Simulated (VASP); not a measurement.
Wanted: the native input for a VASP 6.6.1 run.

```yaml
Task: single point
Functional: PBE
Potentials_or_basis: VASP PAW PBE potentials, release 64 (Na_pv, Tm_3, Sb), 4f in core
Cutoff: 500 eV
k_mesh: 8 × 8 × 4
Occupations: gaussian, width 0.1 eV
Spin: no spin polarisation
Dipole_correction: no
Further_INCAR_settings: ALGO = Normal; EDIFF = 1e-06; NBANDS = 30
```

The structure of Na4TmSb lies in POSCAR:

```
Na4TmSb
1.0
    5.0600939692      0.0000000000      0.0000000000
    0.0000000000      5.0600939692      0.0000000000
    0.0000000000      0.0000000000      9.2959752077
Na Tm Sb
4 1 1
Direct
    0.5000000000      0.0000000000      0.1870085206
    0.5000000000      0.0000000000      0.8129914794
    0.0000000000      0.5000000000      0.8129914794
    0.0000000000      0.5000000000      0.1870085206
    0.0000000000      0.0000000000      0.5000000000
    0.5000000000      0.5000000000      0.0000000000
```

The cell was generated, and may not be a known phase.

One way to write it, as run:

INCAR

```
PREC = Accurate
ENCUT = 500
EDIFF = 1E-6
ISMEAR = 0
SIGMA = 0.1
LREAL = False
LASPH = True
NELM = 200
ALGO = Normal
ISIF = 2
LWAVE = False
LCHARG = False
GGA = PE
NBANDS = 30
GGA_COMPAT = False
LMAXMIX = 6
```

KPOINTS

```
regular mesh
0
Gamma
  8 8 4
```

Potentials or basis: VASP PAW PBE potentials, release 64 (Na_pv, Tm_3, Sb), 4f in core.

The run is started by

```sh
$ cat potpaw_PBE.64/Na_pv/POTCAR potpaw_PBE.64/Tm_3/POTCAR potpaw_PBE.64/Sb/POTCAR > POTCAR
$ mpirun -np 1 vasp_std > vasp.out
```

Results of the run:

The pressure is 0.0 GPa and the largest force is 0.004 eV/Å. The band gap on the k mesh is zero (bands 21 and 22 overlap by 0.32 eV).

Caveat: spin-orbit coupling is left out, which moves the levels of the heavy elements; the 4f electrons are frozen in the core, so they carry no moment and show no levels.

Wall time 2.6 min on 1 thread of Intel(R) Xeon(R) 6975P-C (Granite Rapids), on a shared host, peak memory 0.49 GiB.
